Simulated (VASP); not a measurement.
# NaI (Fm-3m) in VASP: single point with PBE

Aim: the single point of NaI with PBE.

All numbers are computed with VASP 6.6.1; they aren't measurements. Logs are shortened: lines on timing, memory, paths and dates and some standing lists are left out, and cuts for length are marked.

**1. The cell of the first run**

Symmetry: Fm-3m, No. 225, cubic system. Conventional cell: a = 6.600 Å, b = 6.600 Å, c = 6.600 Å, α = 90.00°, β = 90.00°, γ = 90.00°. Within 4.3 Å of Na (site symmetry m-3m) lie 6 I at 3.30 Å. I (site symmetry m-3m) has 6 Na at 3.30 Å within 4.3 Å.

**2. Single point, PBE (35.93 Å³/atom)**

Contents of INCAR:

```
PREC = Accurate
ENCUT = 520
EDIFF = 1E-6
ISMEAR = -1
SIGMA = 0.01
LREAL = F
LASPH = T
NELM = 100
ALGO = Normal
ISIF = 2
LWAVE = F
LCHARG = T
GGA = PE
LELF = T
LVHAR = T
NBANDS = 14
```

Contents of KPOINTS:

```
Automatic mesh
0
Gamma
  7 7 7
```

Contents of POSCAR:

```
NaI
1.0
    0.0000000000      3.2998749385      3.2998749385
    3.2998749385      0.0000000000      3.2998749385
    3.2998749385      3.2998749385      0.0000000000
Na I
1 1
Direct
    0.0000000000      0.0000000000      0.0000000000
    0.5000000000      0.5000000000      0.5000000000
```

Potentials or basis: VASP PAW PBE potentials, release 64 (Na_pv, I).

The run is started by

```
> cat potpaw_PBE.64/Na_pv/POTCAR potpaw_PBE.64/I/POTCAR > POTCAR
> mpirun -np 1 vasp_std > vasp.out
```

OUTCAR:

```text
PREC = Accurate
   ENCUT = 520
   EDIFF = 1E-6
   ISMEAR = -1
   LREAL = F
   LASPH = T
   NELM = 100
   ISIF = 2
   GGA = PE

 ion  position               nearest neighbor table
   1  0.000  0.000  0.000-
   2  0.500  0.500  0.500-

  LATTYP: Found a face centered cubic cell.
 ALAT       =     6.5997498770

  Lattice vectors:

 A1 = (   0.0000000000,   3.2998749385,   3.2998749385)
 A2 = (   3.2998749385,   0.0000000000,   3.2998749385)
 A3 = (   3.2998749385,   3.2998749385,   0.0000000000)

Analysis of symmetry for initial positions (statically):
=====================================================================
 Subroutine PRICEL returns:
 Original cell was already a primitive cell.

 Routine SETGRP: Setting up the symmetry group for a
 face centered cubic supercell.

 Subroutine GETGRP returns: Found 48 space group operations
 (whereof 48 operations were pure point group operations)
 out of a pool of 48 trial point group operations.

The static configuration has the point symmetry O_h .

Analysis of symmetry for dynamics (positions and initial velocities):
=====================================================================
 Subroutine PRICEL returns:
 Original cell was already a primitive cell.

 Routine SETGRP: Setting up the symmetry group for a
 face centered cubic supercell.

 Subroutine GETGRP returns: Found 48 space group operations
 (whereof 48 operations were pure point group operations)
 out of a pool of 48 trial point group operations.

The dynamic configuration has the point symmetry O_h .

 Subroutine INISYM returns: Found 48 space group operations
 (whereof 48 operations are pure point group operations),
 and found     1 'primitive' translations

----------------------------------------------------------------------------------------

                                     Primitive cell

  volume of cell :      71.8658

  direct lattice vectors                    reciprocal lattice vectors
     0.000000000  3.299874938  3.299874938    -0.151520894  0.151520894  0.151520894
     3.299874938  0.000000000  3.299874938     0.151520894 -0.151520894  0.151520894
     3.299874938  3.299874938  0.000000000     0.151520894  0.151520894 -0.151520894

  length of vectors
     4.666727892  4.666727892  4.666727892     0.262441886  0.262441886  0.262441886
[... 81 lines left out ...]
   NFREE  =      0    steps in history (QN), initial steepest desc. (CG)
   ISIF   =      2    stress and relaxation
   ISYM   =      2    0-nonsym 1-usesym 2-fastsym
   POTIM  = 0.5000    time-step for ionic-motion
   TEBEG  =    0.0;   TEEND  =   0.0 temperature during run
   PSTRESS=    0.0 pullay stress
   NELECT =      14.0000    total number of electrons
   NUPDOWN=      -1.0000    fix difference up-down
   EMIN   =  10.00;   EMAX   =-10.00  energy-range for DOS
   EFERMI =   0.00;   METHOD = LEGACY
   ISMEAR =    -1;   SIGMA  =   0.01  broadening in eV -4-tet -1-fermi 0-gaus
   EFERMI_NEDOS =   21; number of points for ismear=-14 and -15
   IALGO  =     38    algorithm
   IMIX   =      4    mixing-type and parameters
     AMIX     =   0.40;   BMIX     =  1.00
     AMIX_MAG =   1.60;   BMIX_MAG =  1.00
  volume/ion in A,a.u.               =      35.93       242.49
  Fermi-wavevector in a.u.,A,eV,Ry     =   0.949023  1.793393 12.254012  0.900644
  Thomas-Fermi vector in A             =   2.077267
   LORBIT       =      0    0 simple, 1 ext, 2 COOP (PROOUT), +10 PAW based schemes
   GGA     = PE    functional components
   LHFCALC =     F    Hartree Fock is set to
   AEXX    =    0.0000 exact exchange contribution
   IVDW    =     0    specifies the selected vdW correction
   LEPSILON=     F    determine dielectric tensor
   LRPA    =     F    only Hartree local field effects (RPA)
 non-spin polarized calculation
  energy-cutoff  :      520.00
  volume of cell :       71.87
 maximum number of plane-waves:      1948
   NGX = 17   NGY = 17   NGZ = 17

 number of electron      14.0000004 magnetization

 Free energy of the ion-electron system (eV)
  ---------------------------------------------------
  ext. energy  EPLUGINS =         0.00000000
  ---------------------------------------------------
  free energy    TOTEN  =        -5.38447538 eV

  energy without entropy =       -5.38447538  energy(sigma->0) =       -5.38447538

 E-fermi :   0.7114     XC(G=0):  -7.4725

 val. band max:        0.4174558829   @ k =   0.0000   0.0000   0.0000
 cond. band min:       3.9107403952   @ k =   0.0000   0.0000   0.0000
 fundamental gap:      3.4932845123
 Fermi energy:         0.7114055202

 k-point     1 :       0.0000    0.0000    0.0000
  band No.  band energies     occupation
      1     -22.0989      2.00000
      2     -22.0988      2.00000
      3     -22.0988      2.00000
      4     -10.4594      2.00000
      5       0.4175      2.00000
      6       0.4175      2.00000
      7       0.4175      2.00000
      8       3.9107      0.00000
      9       8.3410      0.00000
     10       8.3410      0.00000
     11       8.3410      0.00000
     12      10.0663      0.00000
     13      10.0663      0.00000
     14      10.8044      0.00000
[... 309 lines left out ...]
      1     -22.1011      2.00000
      2     -22.1010      2.00000
      3     -22.0999      2.00000
      4     -10.1310      2.00000
      5      -0.9196      2.00000
      6      -0.8667      2.00000
      7      -0.2577      2.00000
      8       6.0288      0.00000
      9       7.3447      0.00000
     10       8.2297      0.00000
     11       8.5745      0.00000
     12      11.0939      0.00000
     13      11.7674      0.00000
     14      13.6268      0.00000

------------------------ aborting loop because EDIFF is reached ----------------------------------------

  FORCE on cell =-STRESS in cart. coord.  units (eV):
  Direction    XX          YY          ZZ          XY          YZ          ZX
  --------------------------------------------------------------------------------------
  -------------------------------------------------------------------------------------
  Total       -0.1997342     -0.1997342     -0.1997342     -0.0000000     -0.0000000      0.0000000
  in kB       -4.4528753     -4.4528753     -4.4528753     -0.0000000     -0.0000000      0.0000000
  external PRESSURE =      -4.4528753 kB  Pullay stress =       0.0000000 kB

 VOLUME and BASIS-vectors are now :
 -----------------------------------------------------------------------------
  energy-cutoff  :      520.00
  volume of cell :       71.87
      direct lattice vectors                 reciprocal lattice vectors
     0.000000000  3.299874938  3.299874938    -0.151520894  0.151520894  0.151520894
     3.299874938  0.000000000  3.299874938     0.151520894 -0.151520894  0.151520894
     3.299874938  3.299874938  0.000000000     0.151520894  0.151520894 -0.151520894

 POSITION                                       TOTAL-FORCE (eV/Angst)
 -----------------------------------------------------------------------------------
      0.00000      0.00000      0.00000        -0.000000      0.000000     -0.000000
      3.29987      3.29987      3.29987         0.000000      0.000000      0.000000
 -----------------------------------------------------------------------------------
    total drift:                                0.000000      0.000000      0.000000

  FREE ENERGIE OF THE ION-ELECTRON SYSTEM (eV)
  ---------------------------------------------------
  free  energy   TOTEN  =        -5.3844753825 eV

  energy  without entropy=       -5.3844753825  energy(sigma->0) =       -5.38447538
```

OSZICAR:

```text
N       E                     dE             d eps       ncg     rms          rms(c)
DAV:   1     0.840371122545E+02    0.84037E+02   -0.65988E+03   560   0.873E+02
DAV:   2     0.136869656592E+01   -0.82668E+02   -0.75291E+02   602   0.220E+02
DAV:   3    -0.528860546667E+01   -0.66573E+01   -0.66088E+01   704   0.593E+01
DAV:   4    -0.545787651224E+01   -0.16927E+00   -0.16922E+00   718   0.101E+01
DAV:   5    -0.546145935409E+01   -0.35828E-02   -0.35828E-02   742   0.138E+00    0.158E+00
DAV:   6    -0.539216227671E+01    0.69297E-01   -0.81341E-02   674   0.161E+00    0.107E+00
DAV:   7    -0.538212852931E+01    0.10034E-01   -0.70782E-02   710   0.133E+00    0.617E-01
DAV:   8    -0.538450286470E+01   -0.23743E-02   -0.60793E-03   644   0.601E-01    0.178E-01
DAV:   9    -0.538445792733E+01    0.44937E-04   -0.20863E-04   662   0.122E-01    0.462E-02
DAV:  10    -0.538447391233E+01   -0.15985E-04   -0.41772E-05   644   0.616E-02    0.101E-02
DAV:  11    -0.538447497164E+01   -0.10593E-05   -0.40952E-06   752   0.182E-02    0.214E-03
DAV:  12    -0.538447538251E+01   -0.41087E-06   -0.55182E-07   604   0.568E-03
   1 F= -.53844754E+01 E0= -.53844754E+01  d E =-.953864E-15
```

stdout:

```text
POSCAR found type information on POSCAR NaI
 POSCAR found :  2 types and       2 ions
 scaLAPACK will be used
 LDA part: xc-table for (Slater+PW92), standard interpolation
 POSCAR, INCAR and KPOINTS ok, starting setup
 FFT: planning ... GRIDC
 FFT: planning ... GRID_SOFT
 FFT: planning ... GRID
 WAVECAR not read
 entering main loop
```

Wall time 32 s (1 thread of Intel Xeon 8259CL, shared host); peak memory 0.21 GiB.

Results:

- Free energy: -5.3845 eV
- Pressure: -0.4 GPa
- Band gap on the k mesh: 3.49 eV

Caveat: spin-orbit coupling is left out, which moves the levels of the heavy elements.
